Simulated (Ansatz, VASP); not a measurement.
# IrPt2 in VASP and in Ansatz

```
Ir Pt
1.0
     4.44322    0.00000    0.00000
    -2.22161    3.84794    0.00000
     0.00000    0.00000    5.50539
Ir Pt
2 4
Direct
  0.66667 0.33333 0.25000
  0.33333 0.66667 0.75000
  0.00000 0.00000 0.00000
  0.33333 0.66667 0.25000
  0.66667 0.33333 0.75000
  0.00000 0.00000 0.50000
```

Change from the starting cell: species swapped into the Yb2Sn type (P6_3/mmc, No. 194).

Alike in both runs: functional PBE; k mesh 4 × 4 × 3; occupations gaussian, width 0.2 eV; no spin polarisation.

Ansatz relaxed the structure, and its values are those at the end. VASP's run is a single point on that final structure, the one shown.

|  | VASP | Ansatz |
| --- | --- | --- |
| version | VASP 6.6.1 | Ansatz 0.2.0 |
| potentials or method | VASP PAW PBE potentials, release 64 (Ir, Pt), cutoff 500 eV | scalar-relativistic, plane waves, PAW |
| valence electrons in the cell | 58 | 106 |

VASP gave:

```
gap on the k mesh at the Fermi level (eV) : none
pressure (GPa)                            : -0.3
```

Q: Estimate Ansatz's values.

A: gap on the k mesh at the Fermi level (eV): none; pressure (GPa): 0.0.

A gap of «none» marks a metal or a gap that the smearing closes. VASP's potentials hold 58 valence electrons a cell and Ansatz's 106, so a difference there can come from the potentials and not from the codes.

The k mesh is coarse, so the values compare programs but aren't converged. Neither program's run includes spin-orbit coupling.
